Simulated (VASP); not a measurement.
# ZrSi2 (Cmcm) in VASP: single point with PBE

Aim: the single point of ZrSi2 with PBE.

Program: VASP 6.6.1. These are calculated values, not measurements. Logs are shortened: lines on timing, memory, paths and dates and some standing lists are left out, and cuts for length are marked.

**1. The cell of the first run**

Symmetry: Cmcm, No. 63, orthorhombic system. The conventional cell has a = 3.706 Å, b = 14.735 Å, c = 3.672 Å, α = 90.00°, β = 90.00°, γ = 90.00°. Within 3.6 Å of Zr (site symmetry m2m) lie 10 Si at 2.72 to 2.98 Å. Si (site symmetry m2m) has 2 Si at 2.42 Å and 6 Zr at 2.72 to 2.98 Å within 3.2 Å. Si (site symmetry m2m) has 4 Si at 2.61 Å and 4 Zr at 2.82 Å within 3.4 Å.

**2. Single point, PBE**

The input, INCAR:

```
ALGO = Normal
EDIFF = 1E-7
ENCUT = 520
GGA = PE
ISIF = 2
ISMEAR = -1
LASPH = T
LCHARG = F
LREAL = F
LWAVE = F
NBANDS = 29
NELM = 60
PREC = Accurate
SIGMA = 0.05
```

The input, KPOINTS:

```
k-points
0
Gamma
  9 9 9
```

The input, POSCAR:

```
ZrSi2
1.0
    1.8530000000     -7.3675000000      0.0000000000
    1.8530000000      7.3675000000      0.0000000000
    0.0000000000      0.0000000000      3.6720000000
Zr Si
2 4
Direct
    0.8947511712      0.1052488288      0.7500000000
    0.1052488288      0.8947511712      0.2500000000
    0.5532804160      0.4467195840      0.7500000000
    0.4467195840      0.5532804160      0.2500000000
    0.2503563596      0.7496436404      0.7500000000
    0.7496436404      0.2503563596      0.2500000000
```

Potentials or basis: VASP PAW PBE potentials, release 64 (Zr_sv, Si).

The run is started by

```console
$ cat potpaw_PBE.64/Zr_sv/POTCAR potpaw_PBE.64/Si/POTCAR > POTCAR
$ mpirun -np 1 vasp_std > vasp.out
```

OUTCAR:

```text
EDIFF = 1E-7
   ENCUT = 520
   GGA = PE
   ISIF = 2
   ISMEAR = -1
   LASPH = T
   LREAL = F
   NELM = 60
   PREC = Accurate

 ion  position               nearest neighbor table
   1  0.895  0.105  0.750-   4 2.72   4 2.72   4 2.72   4 2.72   6 2.82   6 2.82   5 2.82   5 2.82
                             3 2.98   3 2.98   2 3.60   2 3.60
   2  0.105  0.895  0.250-   3 2.72   3 2.72   3 2.72   3 2.72   5 2.82   5 2.82   6 2.82   6 2.82
                             4 2.98   4 2.98   1 3.60   1 3.60
   3  0.553  0.447  0.750-   4 2.42   4 2.42   2 2.72   2 2.72   2 2.72   2 2.72   1 2.98   1 2.98

   4  0.447  0.553  0.250-   3 2.42   3 2.42   1 2.72   1 2.72   1 2.72   1 2.72   2 2.98   2 2.98

   5  0.250  0.750  0.750-   6 2.61   6 2.61   6 2.61   6 2.61   2 2.82   2 2.82   1 2.82   1 2.82

   6  0.750  0.250  0.250-   5 2.61   5 2.61   5 2.61   5 2.61   1 2.82   1 2.82   2 2.82   2 2.82

  LATTYP: Found a base centered orthorhombic cell.
 ALAT       =     3.7060000000
 B/A-ratio  =     3.9759848894
 C/A-ratio  =     0.9908256881

  Lattice vectors:

 A1 = (   1.8530000000,  -7.3675000000,   0.0000000000)
 A2 = (   1.8530000000,   7.3675000000,   0.0000000000)
 A3 = (   0.0000000000,   0.0000000000,   3.6720000000)

Analysis of symmetry for initial positions (statically):
=====================================================================
 Subroutine PRICEL returns:
 Original cell was already a primitive cell.

 Routine SETGRP: Setting up the symmetry group for a
 base centered orthorhombic supercell.

 Subroutine GETGRP returns: Found  8 space group operations
 (whereof  4 operations were pure point group operations)
 out of a pool of  8 trial point group operations.

The static configuration has the point symmetry C_2h.
 The point group associated with its full space group is D_2h.

Analysis of symmetry for dynamics (positions and initial velocities):
=====================================================================
 Subroutine PRICEL returns:
 Original cell was already a primitive cell.

 Routine SETGRP: Setting up the symmetry group for a
 base centered orthorhombic supercell.

 Subroutine GETGRP returns: Found  8 space group operations
 (whereof  4 operations were pure point group operations)
 out of a pool of  8 trial point group operations.

The dynamic configuration has the point symmetry C_2h.
 The point group associated with its full space group is D_2h.

 Subroutine INISYM returns: Found  8 space group operations
 (whereof  4 operations are pure point group operations),
 and found     1 'primitive' translations

----------------------------------------------------------------------------------------

                                     Primitive cell

  volume of cell :     100.2601

  direct lattice vectors                    reciprocal lattice vectors
     1.853000000 -7.367500000  0.000000000     0.269832704 -0.067865626  0.000000000
     1.853000000  7.367500000  0.000000000     0.269832704  0.067865626  0.000000000
     0.000000000  0.000000000  3.672000000     0.000000000  0.000000000  0.272331155

  length of vectors
     7.596951050  7.596951050  3.672000000     0.278236287  0.278236287  0.272331155

  position of ions in fractional coordinates (direct lattice)
     0.894751171  0.105248829  0.750000000
     0.105248829  0.894751171  0.250000000
     0.553280416  0.446719584  0.750000000
     0.446719584  0.553280416  0.250000000
     0.250356360  0.749643640  0.750000000
     0.749643640  0.250356360  0.250000000

  ion indices of the primitive-cell ions
   primitive index   ion index
                 1           1
                 2           2
                 3           3
                 4           4
                 5           5
                 6           6

----------------------------------------------------------------------------------------

 KPOINTS: k-points

Automatic generation of k-mesh.
 Grid dimensions read from file:
 generate k-points for:    9    9    9

 Generating k-lattice:

  Cartesian coordinates                     Fractional coordinates (reciprocal lattice)
     0.029981412 -0.007540625  0.000000000     0.111111111  0.000000000  0.000000000
     0.029981412  0.007540625  0.000000000     0.000000000  0.111111111  0.000000000
     0.000000000  0.000000000  0.030259017     0.000000000  0.000000000  0.111111111

  Length of vectors
     0.030915143  0.030915143  0.030259017

  Shift w.r.t. Gamma in fractional coordinates (k-lattice)
     0.000000000  0.000000000  0.000000000

 Subroutine IBZKPT returns following result:
 ===========================================

 Found    125 irreducible k-points:

 Following reciprocal coordinates:
            Coordinates               Weight
  0.000000  0.000000  0.000000      1.000000
  0.111111  0.000000  0.000000      4.000000
  0.222222  0.000000  0.000000      4.000000
  0.333333 -0.000000  0.000000      4.000000
  0.444444  0.000000  0.000000      4.000000
  0.111111  0.111111  0.000000      2.000000
[... 16 lines left out ...]
 -0.333333  0.333333  0.000000      2.000000
  0.444444  0.444444  0.000000      2.000000
 [... further k-points ...]
   k-points           NKPTS =    125   k-points in BZ     NKDIM =    125   number of bands    NBANDS=     29
   number of dos      NEDOS =    301   number of ions     NIONS =      6
   total plane-waves  NPLWV = 100800
   dimension x,y,z NGX =    60 NGY =   60 NGZ =   28
   dimension x,y,z NGXF=   120 NGYF=  120 NGZF=   56
   ions per type =               2   4
   NGX,Y,Z   is equivalent  to a cutoff of  13.13, 13.13, 12.68 a.u.
   NGXF,Y,Z  is equivalent  to a cutoff of  26.26, 26.26, 25.35 a.u.
 SYSTEM =  unknown system
   PREC   = accura    normal or accurate (medium, high low for compatibility)
   ISTART =      0    job   : 0-new  1-cont  2-samecut
   ICHARG =      2    charge: 1-file 2-atom 10-const
   ISPIN  =      1    spin polarized calculation?
   LNONCOLLINEAR =      F non collinear calculations
   LSORBIT =      F    spin-orbit coupling
   LASPH  =      T    aspherical Exc in radial PAW
   ENCUT  =  520.0 eV  38.22 Ry    6.18 a.u.  14.13 14.13  6.83*2*pi/ulx,y,z
   NELM   =     60;   NELMIN=  2; NELMDL= -5     # of ELM steps
   EDIFF  = 0.1E-06   stopping-criterion for ELM
   LREAL  =      F    real-space projection
   EDIFFG = 0.1E-05   stopping-criterion for IOM
   NSW    =      0    number of steps for IOM
   IBRION =     -1    ionic relax: 0-MD 1-quasi-New 2-CG
   NFREE  =      0    steps in history (QN), initial steepest desc. (CG)
   ISIF   =      2    stress and relaxation
   ISYM   =      2    0-nonsym 1-usesym 2-fastsym
   POTIM  = 0.5000    time-step for ionic-motion
   TEBEG  =    0.0;   TEEND  =   0.0 temperature during run
   PSTRESS=    0.0 pullay stress
   NELECT =      40.0000    total number of electrons
   NUPDOWN=      -1.0000    fix difference up-down
   EMIN   =  10.00;   EMAX   =-10.00  energy-range for DOS
   EFERMI =   0.00;   METHOD = LEGACY
   ISMEAR =    -1;   SIGMA  =   0.05  broadening in eV -4-tet -1-fermi 0-gaus
   EFERMI_NEDOS =   21; number of points for ismear=-14 and -15
   IALGO  =     38    algorithm
   IMIX   =      4    mixing-type and parameters
     AMIX     =   0.40;   BMIX     =  1.00
     AMIX_MAG =   1.60;   BMIX_MAG =  1.00
  volume/ion in A,a.u.               =      16.71       112.76
  Fermi-wavevector in a.u.,A,eV,Ry     =   1.205180  2.277461 19.761917  1.452460
  Thomas-Fermi vector in A             =   2.340884
   LORBIT       =      0    0 simple, 1 ext, 2 COOP (PROOUT), +10 PAW based schemes
   GGA     = PE    functional components
   LHFCALC =     F    Hartree Fock is set to
   AEXX    =    0.0000 exact exchange contribution
   IVDW    =     0    specifies the selected vdW correction
   LEPSILON=     F    determine dielectric tensor
   LRPA    =     F    only Hartree local field effects (RPA)
 non-spin polarized calculation
  energy-cutoff  :      520.00
  volume of cell :      100.26
 maximum number of plane-waves:      2718
 NGX is ok and might be reduce to    60
   NGX = 29   NGY = 29   NGZ = 13

 number of electron      40.0000000 magnetization

 Free energy of the ion-electron system (eV)
  ---------------------------------------------------
  ext. energy  EPLUGINS =         0.00000000
  ---------------------------------------------------
  free energy    TOTEN  =       -42.72159517 eV

  energy without entropy =      -42.71122887  energy(sigma->0) =      -42.71641202

 E-fermi :  10.0565     XC(G=0): -11.2754

 val. band max:       10.0007014128   @ k =  -0.4444   0.2222   0.1111
 cond. band min:      10.0567874428   @ k =   0.3333   0.3333   0.0000
 fundamental gap:      0.0560860300
 Fermi energy:        10.0564876656

 k-point     1 :       0.0000    0.0000    0.0000
  band No.  band energies     occupation
      1     -38.7257      2.00000
      2     -38.7131      2.00000
      3     -16.9609      2.00000
      4     -16.8215      2.00000
      5     -16.7989      2.00000
      6     -16.7945      2.00000
[... 21 lines left out ...]
     28      12.9323      0.00000
     29      14.0251      0.00000

 k-point     2 :       0.1111    0.0000    0.0000
  band No.  band energies     occupation
      1     -38.7246      2.00000
      2     -38.7120      2.00000
      3     -16.9566      2.00000
      4     -16.8436      2.00000
      5     -16.8189      2.00000
      6     -16.7931      2.00000
[... 21 lines left out ...]
     28      13.2891      0.00000
     29      13.8176      0.00000

 k-point     3 :       0.2222    0.0000    0.0000
  band No.  band energies     occupation
      1     -38.7218      2.00000
      2     -38.7095      2.00000
      3     -16.9457      2.00000
      4     -16.8990      2.00000
      5     -16.8688      2.00000
      6     -16.7898      2.00000
[... 21 lines left out ...]
     28      13.7056      0.00000
     29      13.8703      0.00000

 k-point     4 :       0.3333   -0.0000    0.0000
  band No.  band energies     occupation
      1     -38.7186      2.00000
      2     -38.7065      2.00000
      3     -16.9631      2.00000
      4     -16.9321      2.00000
      5     -16.9238      2.00000
      6     -16.7861      2.00000
[... 597 lines left out ...]
     28      13.2215      0.00000
     29      14.2106      0.00000

 k-point    23 :      -0.3333    0.3333    0.0000
  band No.  band energies     occupation
      1     -38.7254      2.00000
      2     -38.7133      2.00000
      3     -16.9489      2.00000
      4     -16.8225      2.00000
      5     -16.8072      2.00000
      6     -16.7979      2.00000
[... 21 lines left out ...]
     28      12.6526      0.00000
     29      14.3148      0.00000

 k-point    24 :       0.4444    0.4444    0.0000
  band No.  band energies     occupation
      1     -38.7243      2.00000
      2     -38.7123      2.00000
      3     -16.9417      2.00000
      4     -16.8445      2.00000
      5     -16.8180      2.00000
      6     -16.8088      2.00000
[... 21 lines left out ...]
     28      13.4457      0.00000
     29      14.2723      0.00000

 [... further k-points ...]
[... 5 lines left out ...]
  --------------------------------------------------------------------------------------
  -------------------------------------------------------------------------------------
  Total        0.2152334      0.5077462      0.5721358      0.0000000      0.0000000      0.0000000
  in kB        3.4394744      8.1138883      9.1428470      0.0000000      0.0000000      0.0000000
  external PRESSURE =       6.8987366 kB  Pullay stress =       0.0000000 kB

 VOLUME and BASIS-vectors are now :
 -----------------------------------------------------------------------------
  energy-cutoff  :      520.00
  volume of cell :      100.26
      direct lattice vectors                 reciprocal lattice vectors
     1.853000000 -7.367500000  0.000000000     0.269832704 -0.067865626  0.000000000
     1.853000000  7.367500000  0.000000000     0.269832704  0.067865626  0.000000000
     0.000000000  0.000000000  3.672000000     0.000000000  0.000000000  0.272331155

 POSITION                                       TOTAL-FORCE (eV/Angst)
 -----------------------------------------------------------------------------------
      1.85300     -5.81666      2.75400         0.000000      0.002045     -0.000000
      1.85300      5.81666      0.91800         0.000000     -0.002045      0.000000
      1.85300     -0.78509      2.75400         0.000000      0.010975      0.000000
      1.85300      0.78509      0.91800         0.000000     -0.010975      0.000000
      1.85300      3.67850      2.75400         0.000000     -0.000276      0.000000
      1.85300     -3.67850      0.91800         0.000000      0.000276      0.000000
 -----------------------------------------------------------------------------------
    total drift:                               -0.000000     -0.000000      0.000000

  FREE ENERGIE OF THE ION-ELECTRON SYSTEM (eV)
  ---------------------------------------------------
  free  energy   TOTEN  =       -42.7215951684 eV

  energy  without entropy=      -42.7112288734  energy(sigma->0) =      -42.71641202
```

Run time: 22 min. Hardware: 1 thread of AMD EPYC, shared host; peak memory 0.47 GiB.

What came out:

| Property | Result |
| --- | --- |
| Free energy | -42.7216 eV |
| Pressure | 0.7 GPa |
| Largest force | 0.011 eV/Å |
| Band gap on the k mesh | zero (band 20 reaches 10.50 eV, above the bottom of band 21 at 9.64 eV) |

Forces in eV/Å, atoms in the order of the input:
```
Zr   0.000  0.002  0.000
Zr   0.000 -0.002  0.000
Si   0.000  0.011  0.000
Si   0.000 -0.011  0.000
Si   0.000  0.000  0.000
Si   0.000  0.000  0.000
```

Stress tensor (GPa, compression positive):
```
0.34 0.00 0.00
0.00 0.81 0.00
0.00 0.00 0.91
```

Levels at points of the mesh, in eV from the Fermi level:
```
           k point  band 18  band 19  band 20  band 21  band 22  band 23
(0.00, 0.00, 0.00)    -2.39    -2.31    -0.07     1.10     1.39     1.42
```
